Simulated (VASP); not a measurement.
Crystal: CdS (x).

```xyz
4
Lattice="4.1370 0.0000 0.0000 -2.0685 3.5827 0.0000 0.0000 0.0000 6.7160" Properties=species:S:1:pos:R:3 pbc="T T T"
Cd    0.0000    2.3885   -0.4130
Cd    2.0685    1.1942    2.9450
S     0.0000    2.3885    2.9450
S     2.0685    1.1942    6.3030
```

Base run:

```yaml
Program: VASP 6.6.1
Functional: PBEsol
Potentials_or_basis: VASP PAW PBE potentials, release 64 (Cd_sv_GW, S)
Cutoff: 540 eV
k_mesh: 9 × 9 × 4
Occupations: gaussian, width 0.01 eV
Spin: no spin polarisation
```

Its results: band gap on the k mesh 1.33 eV, direct; pressure 2.4 GPa.

Problem. The run is repeated on the same cell with these changes: potentials or basis from VASP PAW PBE potentials, release 64 (Cd_sv_GW, S) to VASP PAW PBE potentials, release 64 (Cd, S); cutoff from 540 eV to 520 eV; further incar settings from ALGO = Normal; EDIFF = 1e-06; NBANDS = 34 to ALGO = Normal; EDIFF = 1e-07; NBANDS = 26; valence electrons from 52 to 36. What comes out?

Solution. Band gap on the k mesh 1.35 eV, direct; pressure 3.8 GPa.

Caveats: the PAW data sets were made with another functional, which shifts forces and pressure a little.

